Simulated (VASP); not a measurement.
A run of VASP 6.6.1:

File INCAR:

```
ALGO     = Fast           # electronic algorithm
EDIFF    = 1E-7           # SCF threshold, eV
ENCUT    = 520            # plane-wave cutoff, eV
GGA      = PS             # functional
ISIF     = 2              # what is computed and relaxed
ISMEAR   = 0              # smearing method
LASPH    = T              # aspherical terms in the spheres
LCHARG   = T              # write CHGCAR
LELF     = T              # ELF
LREAL    = F              # projectors in reciprocal space
LVHAR    = T            
LWAVE    = F              # write WAVECAR
NBANDS   = 10             # bands
NELM     = 100            # most SCF steps
PREC     = Accurate       # precision mode
SIGMA    = 0.1            # smearing width, eV
```

File KPOINTS:

```
k-points
0
Gamma
  10 10 10
```

Contents of POSCAR:

```
Os
1.0
   -1.3417474284      1.3417474284      2.0412729763
    1.3417474284     -1.3417474284      2.0412729763
    1.3417474284      1.3417474284     -2.0412729763
Os
1
Direct
    0.0000000000      0.0000000000      0.0000000000
```

Potentials or basis: VASP PAW PBE potentials, release 64 (Os).

Run with:

```sh
$ cat potpaw_PBE.64/Os/POTCAR > POTCAR
$ mpirun -np 1 vasp_std > vasp.out
```

Hardware: 1 thread of Intel(R) Xeon(R) 6975P-C (Granite Rapids) (shared host).

Task: How long does it take, and how much memory?

Result: It took 7.6 s on 1 thread of Intel(R) Xeon(R) 6975P-C (Granite Rapids), on a shared host, peak memory 0.14 GiB. Counts: scf iterations 15, k points 102.
